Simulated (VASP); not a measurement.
Wanted: the native input for a VASP 6.6.1 run.

- Task: single point
- Functional: PBEsol
- Potentials or basis: VASP PAW PBE potentials, release 64 (Al, Cu)
- Cutoff: 520 eV
- k mesh: 16 × 16 × 16
- Occupations: gaussian, width 0.15 eV
- Spin: no spin polarisation
- Dipole correction: no
- Further INCAR settings: ALGO = Fast; EDIFF = 1e-06; NBANDS = 16

The structure of Al2Cu lies in POSCAR:

```
Al2Cu
1.0
   -2.0246315468      2.0246315468      2.8630136658
    2.0246315468     -2.0246315468      2.8630136658
    2.0246315468      2.0246315468     -2.8630136658
Al Cu
2 1
Direct
    0.7500000000      0.2932177401      0.5432177401
    0.2500000000      0.7067822599      0.4567822599
    0.5000000000      0.5000000000      0.0000000000
```

This cell differs from its parent crystal: atoms displaced along a vibrational mode.

The input as run:

INCAR

```
ALGO     = Fast           # electronic algorithm
EDIFF    = 1E-6           # SCF threshold, eV
ENCUT    = 520            # plane-wave cutoff, eV
GGA      = PS             # functional
ISIF     = 2              # what is computed and relaxed
ISMEAR   = 0              # smearing method
LASPH    = T              # aspherical terms in the spheres
LCHARG   = T              # write CHGCAR
LELF     = T              # ELF
LREAL    = F              # projectors in reciprocal space
LVHAR    = T            
LWAVE    = F              # write WAVECAR
NBANDS   = 16             # bands
NELM     = 60             # most SCF steps
PREC     = Accurate       # precision mode
SIGMA    = 0.15           # smearing width, eV
```

KPOINTS

```
k-points
0
Gamma
  16 16 16
```

Potentials or basis: VASP PAW PBE potentials, release 64 (Al, Cu).

Run with:

```console
$ cat potpaw_PBE.64/Al/POTCAR potpaw_PBE.64/Cu/POTCAR > POTCAR
$ mpirun -np 1 vasp_std > vasp.out
```

It gave:

The pressure is 3.0 GPa. The largest force is 1.543 eV/Å and the band gap on the k mesh is zero (an odd number of electrons rules out a gap without spin polarisation).

Caveat: the cell differs from its parent crystal (atoms displaced along a vibrational mode); the cell stands under pressure; the PAW data sets were made with another functional, which shifts forces and pressure a little.

It took 8 min on 1 thread of AMD EPYC 9R45 96-Core Processor (Zen 5), on a shared host, peak memory 0.8 GiB.
